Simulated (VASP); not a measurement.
# Hg (C2/m) in VASP: settings compared

Aim: see how the results for Hg move with the level of theory and the settings. Levels: PBEsol, PBE0. Tasks: single point.

Program: VASP 6.6.1. These are calculated values, not measurements. Logs are shortened: lines on timing, memory, paths and dates and some standing lists are left out, and cuts for length are marked.

## Step 1: The cell of the first run

Symmetry: C2/m, No. 12, monoclinic system. The conventional cell has a = 4.249 Å, b = 5.345 Å, c = 3.583 Å, α = 90.00°, β = 126.18°, γ = 90.00°. Hg (site symmetry 2/m) has 14 Hg at 3.41 to 4.25 Å within 4.5 Å.

## Step 2: Single point, PBEsol

File INCAR:

```
PREC = Accurate
ENCUT = 520
EDIFF = 1E-6
ISMEAR = 1
SIGMA = 0.05
LREAL = False
LASPH = True
NELM = 80
ALGO = Normal
ISIF = 2
LWAVE = False
LCHARG = False
GGA = PS
NBANDS = 12
```

File KPOINTS:

```
Automatic mesh
0
Gamma
  8 8 8
```

File POSCAR:

```
Hg
1.0
    2.1243184923     -2.6725824964      0.0000000000
    2.1243184923      2.6725824964      0.0000000000
   -2.1151288124      0.0000000000      2.8921990043
Hg
1
Direct
    0.0000000000      0.0000000000      0.0000000000
```

Potentials or basis: VASP PAW PBE potentials, release 64 (Hg).

Started as:

```
$ cat potpaw_PBE.64/Hg/POTCAR > POTCAR
$ mpirun -np 1 vasp_std > vasp.out
```

OUTCAR:

```text
PREC = Accurate
   ENCUT = 520
   EDIFF = 1E-6
   ISMEAR = 1
   LREAL = False
   LASPH = True
   NELM = 80
   ISIF = 2
   GGA = PS

 ion  position               nearest neighbor table
   1  0.000  0.000  0.000-

  LATTYP: Found a base centered monoclinic cell.
 ALAT       =     4.2486369846
 B/A-ratio  =     1.2580893619
 C/A-ratio  =     0.8433521464
 COS(beta)  =    -0.5903074188

  Lattice vectors:

 A1 = (   2.1243184923,  -2.6725824964,   0.0000000000)
 A2 = (   2.1243184923,   2.6725824964,   0.0000000000)
 A3 = (  -2.1151288124,   0.0000000000,   2.8921990043)

Analysis of symmetry for initial positions (statically):
=====================================================================
 Subroutine PRICEL returns:
 Original cell was already a primitive cell.

 Routine SETGRP: Setting up the symmetry group for a
 base centered monoclinic supercell.

 Subroutine GETGRP returns: Found  4 space group operations
 (whereof  4 operations were pure point group operations)
 out of a pool of  4 trial point group operations.

The static configuration has the point symmetry C_2h.

Analysis of symmetry for dynamics (positions and initial velocities):
=====================================================================
 Subroutine PRICEL returns:
 Original cell was already a primitive cell.

 Routine SETGRP: Setting up the symmetry group for a
 base centered monoclinic supercell.

 Subroutine GETGRP returns: Found  4 space group operations
 (whereof  4 operations were pure point group operations)
 out of a pool of  4 trial point group operations.

The dynamic configuration has the point symmetry C_2h.

 Subroutine INISYM returns: Found  4 space group operations
 (whereof  4 operations are pure point group operations),
 and found     1 'primitive' translations

----------------------------------------------------------------------------------------

                                     Primitive cell

  volume of cell :      32.8404

  direct lattice vectors                    reciprocal lattice vectors
     2.124318492 -2.672582496  0.000000000     0.235369603 -0.187084964  0.172130973
     2.124318492  2.672582496  0.000000000     0.235369603  0.187084964  0.172130973
    -2.115128812  0.000000000  2.892199004     0.000000000  0.000000000  0.345757674

  length of vectors
     3.414004431  3.414004431  3.583097120     0.346451592  0.346451592  0.345757674

  position of ions in fractional coordinates (direct lattice)
     0.000000000  0.000000000  0.000000000

  ion indices of the primitive-cell ions
   primitive index   ion index
                 1           1

----------------------------------------------------------------------------------------

 KPOINTS: Automatic mesh

Automatic generation of k-mesh.
 Grid dimensions read from file:
 generate k-points for:    8    8    8

 Generating k-lattice:

  Cartesian coordinates                     Fractional coordinates (reciprocal lattice)
     0.029421200 -0.023385620  0.021516372     0.125000000 -0.000000000 -0.000000000
     0.029421200  0.023385620  0.021516372    -0.000000000  0.125000000 -0.000000000
     0.000000000  0.000000000  0.043219709     0.000000000  0.000000000  0.125000000

  Length of vectors
     0.043306449  0.043306449  0.043219709

  Shift w.r.t. Gamma in fractional coordinates (k-lattice)
     0.000000000  0.000000000  0.000000000

 Subroutine IBZKPT returns following result:
 ===========================================

 Found    150 irreducible k-points:

 Following reciprocal coordinates:
            Coordinates               Weight
  0.000000  0.000000  0.000000      1.000000
  0.125000  0.000000  0.000000      4.000000
  0.250000  0.000000  0.000000      4.000000
  0.375000  0.000000  0.000000      4.000000
  0.500000  0.000000  0.000000      2.000000
  0.125000  0.125000  0.000000      2.000000
[... 16 lines left out ...]
  0.125000  0.000000  0.125000      4.000000
  0.250000  0.000000  0.125000      4.000000
 [... further k-points ...]
   k-points           NKPTS =    150   k-points in BZ     NKDIM =    150   number of bands    NBANDS=     12
   number of dos      NEDOS =    301   number of ions     NIONS =      1
   total plane-waves  NPLWV =  21952
   dimension x,y,z NGX =    28 NGY =   28 NGZ =   28
   dimension x,y,z NGXF=    56 NGYF=   56 NGZF=   56
   ions per type =               1
   NGX,Y,Z   is equivalent  to a cutoff of  13.63, 13.63, 12.99 a.u.
   NGXF,Y,Z  is equivalent  to a cutoff of  27.27, 27.27, 25.98 a.u.
 SYSTEM =  unknown system
   PREC   = accura    normal or accurate (medium, high low for compatibility)
   ISTART =      0    job   : 0-new  1-cont  2-samecut
   ICHARG =      2    charge: 1-file 2-atom 10-const
   ISPIN  =      1    spin polarized calculation?
   LNONCOLLINEAR =      F non collinear calculations
   LSORBIT =      F    spin-orbit coupling
   LASPH  =      T    aspherical Exc in radial PAW
   ENCUT  =  520.0 eV  38.22 Ry    6.18 a.u.   6.35  6.35  6.66*2*pi/ulx,y,z
   NELM   =     80;   NELMIN=  2; NELMDL= -5     # of ELM steps
   EDIFF  = 0.1E-05   stopping-criterion for ELM
   LREAL  =      F    real-space projection
[... 7 lines left out ...]
   TEBEG  =    0.0;   TEEND  =   0.0 temperature during run
   PSTRESS=    0.0 pullay stress
   NELECT =      12.0000    total number of electrons
   NUPDOWN=      -1.0000    fix difference up-down
   EMIN   =  10.00;   EMAX   =-10.00  energy-range for DOS
   EFERMI =   0.00;   METHOD = LEGACY
   ISMEAR =     1;   SIGMA  =   0.05  broadening in eV -4-tet -1-fermi 0-gaus
   EFERMI_NEDOS =   21; number of points for ismear=-14 and -15
   IALGO  =     38    algorithm
   IMIX   =      4    mixing-type and parameters
     AMIX     =   0.40;   BMIX     =  1.00
     AMIX_MAG =   1.60;   BMIX_MAG =  1.00
  volume/ion in A,a.u.               =      32.84       221.62
  Fermi-wavevector in a.u.,A,eV,Ry     =   1.170395  2.211725 18.637577  1.369823
  Thomas-Fermi vector in A             =   2.306854
   LORBIT       =      0    0 simple, 1 ext, 2 COOP (PROOUT), +10 PAW based schemes
   GGA     = PS    functional components
   LHFCALC =     F    Hartree Fock is set to
   AEXX    =    0.0000 exact exchange contribution
   IVDW    =     0    specifies the selected vdW correction
   LEPSILON=     F    determine dielectric tensor
   LRPA    =     F    only Hartree local field effects (RPA)
 non-spin polarized calculation
 Methfessel and Paxton  Order N= 1 SIGMA  =   0.05
  energy-cutoff  :      520.00
  volume of cell :       32.84
 maximum number of plane-waves:       897
 NGX is ok and might be reduce to    28
   NGX = 13   NGY = 13   NGZ = 13

 number of electron      11.9999998 magnetization

 Free energy of the ion-electron system (eV)
  ---------------------------------------------------
  ext. energy  EPLUGINS =         0.00000000
  ---------------------------------------------------
  free energy    TOTEN  =        -0.42203387 eV

  energy without entropy =       -0.42211351  energy(sigma->0) =       -0.42206041

 E-fermi :   0.3231     XC(G=0):  -9.3059

 val. band max:        0.2837629064   @ k =   0.5000   0.3750   0.5000
 cond. band min:       0.3760148455   @ k =  -0.3750   0.3750   0.5000
 fundamental gap:      0.0922519391
 Fermi energy:         0.3230960512

 k-point     1 :       0.0000    0.0000    0.0000
  band No.  band energies     occupation
      1      -6.4047      2.00000
      2      -5.9760      2.00000
      3      -5.7587      2.00000
      4      -5.7314      2.00000
      5      -5.4186      2.00000
      6      -5.2975      2.00000
      7      12.2062      0.00000
      8      12.3954      0.00000
      9      12.7675      0.00000
     10      13.8521      0.00000
     11      14.1354      0.00000
     12      16.2805      0.00000

 k-point     2 :       0.1250    0.0000    0.0000
  band No.  band energies     occupation
      1      -6.1439      2.00000
      2      -5.8998      2.00000
      3      -5.7676      2.00000
      4      -5.6563      2.00000
      5      -5.4336      2.00000
      6      -5.3178      2.00000
      7       9.6822      0.00000
      8      11.3935      0.00000
      9      12.2266      0.00000
     10      13.3381      0.00000
     11      14.0426      0.00000
     12      15.4597      0.00000

 k-point     3 :       0.2500    0.0000    0.0000
  band No.  band energies     occupation
      1      -6.0586      2.00000
      2      -5.8835      2.00000
      3      -5.4582      2.00000
      4      -5.4500      2.00000
      5      -5.3413      2.00000
      6      -4.9250      2.00000
      7       5.8232      0.00000
      8       9.8278      0.00000
      9      11.2719      0.00000
     10      12.6667      0.00000
     11      14.5418      0.00000
     12      14.8447      0.00000
[... 286 lines left out ...]
 k-point    23 :       0.1250    0.0000    0.1250
  band No.  band energies     occupation
      1      -6.0480      2.00000
      2      -5.8630      2.00000
      3      -5.6998      2.00000
      4      -5.4217      2.00000
      5      -5.3100      2.00000
      6      -5.1427      2.00000
      7       7.1824      0.00000
      8       9.0005      0.00000
      9      10.7824      0.00000
     10      13.4466      0.00000
     11      14.7402      0.00000
     12      16.1050      0.00000

 k-point    24 :       0.2500    0.0000    0.1250
  band No.  band energies     occupation
      1      -6.0857      2.00000
      2      -5.8671      2.00000
      3      -5.4724      2.00000
      4      -5.4405      2.00000
      5      -5.2790      2.00000
      6      -3.9226      2.00000
      7       4.0925      0.00000
      8       7.2105      0.00000
      9      10.1082      0.00000
     10      14.0973      0.00000
     11      14.7215      0.00000
     12      15.3490      0.00000

 [... further k-points ...]
[... 5 lines left out ...]
  --------------------------------------------------------------------------------------
  -------------------------------------------------------------------------------------
  Total       -0.5841887     -0.5913316     -0.6674114      0.0000000      0.0000000     -0.0003116
  in kB      -28.5006538    -28.8491322    -32.5608156      0.0000000      0.0000000     -0.0151999
  external PRESSURE =     -29.9702005 kB  Pullay stress =       0.0000000 kB

 VOLUME and BASIS-vectors are now :
 -----------------------------------------------------------------------------
  energy-cutoff  :      520.00
  volume of cell :       32.84
      direct lattice vectors                 reciprocal lattice vectors
     2.124318492 -2.672582496  0.000000000     0.235369603 -0.187084964  0.172130973
     2.124318492  2.672582496  0.000000000     0.235369603  0.187084964  0.172130973
    -2.115128812  0.000000000  2.892199004     0.000000000  0.000000000  0.345757674

 POSITION                                       TOTAL-FORCE (eV/Angst)
 -----------------------------------------------------------------------------------
      0.00000      0.00000      0.00000         0.000000      0.000000      0.000000
 -----------------------------------------------------------------------------------
    total drift:                                0.000000      0.000000      0.000000

  FREE ENERGIE OF THE ION-ELECTRON SYSTEM (eV)
  ---------------------------------------------------
  free  energy   TOTEN  =        -0.4220338669 eV

  energy  without entropy=       -0.4221135093  energy(sigma->0) =       -0.42206041
```

Wall time 30 s (1 thread of AMD EPYC 7R13 (Zen 3), shared host); peak memory 0.16 GiB.

Results:

```yaml
Free_energy: -0.4220 eV
Pressure: -3.0 GPa
Band_gap_on_the_k_mesh: zero (bands 6 and 7 overlap by 1.33 eV)
```

Stress tensor (GPa, compression positive):
```
-2.85  0.00  0.00
 0.00 -2.88  0.00
 0.00  0.00 -3.26
```

Caveat: the PAW data sets were made with another functional, which shifts forces and pressure a little; spin-orbit coupling is left out, which moves the levels of the heavy elements.

## Step 3: Single point, PBEsol

File INCAR:

```
SYSTEM = Hg
  PREC = Accurate
  ENCUT = 520
  EDIFF = 1E-6
  ISMEAR = 1
  SIGMA = 0.05
  LREAL = .False.
  LASPH = .True.
  NELM = 80
  ALGO = Fast
  ISIF = 2
  LWAVE = .False.
  LCHARG = .False.
  GGA = PS
  NBANDS = 12
```

File KPOINTS:

```
regular mesh
0
Gamma
  8 8 8
  0 0 0
```

POSCAR is that of step 2.

Potentials or basis: VASP PAW PBE potentials, release 64 (Hg).

Started as:

```
$ cat potpaw_PBE.64/Hg/POTCAR > POTCAR
$ mpirun -np 1 vasp_std > vasp.out
```

Wall time 32 s (1 thread of AMD EPYC 7R13 (Zen 3), shared host); peak memory 0.16 GiB.

Results (log left out):

| Quantity | Value |
| --- | --- |
| Free energy | -0.4220 eV |
| Pressure | -3.0 GPa |
| Band gap on the k mesh | zero (bands 6 and 7 overlap by 1.33 eV) |

Stress tensor (GPa, compression positive):
```
-2.83  0.00  0.00
 0.00 -2.87  0.00
 0.00  0.00 -3.24
```

Levels at points of the mesh, in eV from the Fermi level:
```
           k point  band 3  band 4  band 5  band 6  band 7  band 8  band 9  band 10
(0.00, 0.00, 0.00)   -6.08   -6.05   -5.74   -5.62   11.88   12.07   12.44    13.53
(0.50, 0.00, 0.00)   -5.79   -5.64   -5.38   -1.91   -0.25    7.86    9.83    11.81
(0.50, 0.50, 0.00)   -5.69   -5.67   -5.26   -1.02    0.25    6.71    7.96    10.56
(0.00, 0.00, 0.50)   -5.59   -5.58   -5.40   -2.05   -0.24    7.76    8.53    11.40
(0.50, 0.00, 0.50)   -5.79   -5.64   -5.37   -1.88   -0.24    7.80    9.84    11.76
(0.50, 0.50, 0.50)   -5.52   -5.46   -5.31    1.08    2.85    3.99    4.46     8.28
```

Caveat: the PAW data sets were made with another functional, which shifts forces and pressure a little; spin-orbit coupling is left out, which moves the levels of the heavy elements.

[end of part 1 of 2]

The gap in the log of VASP goes by the Fermi energy; the results here count the filled bands.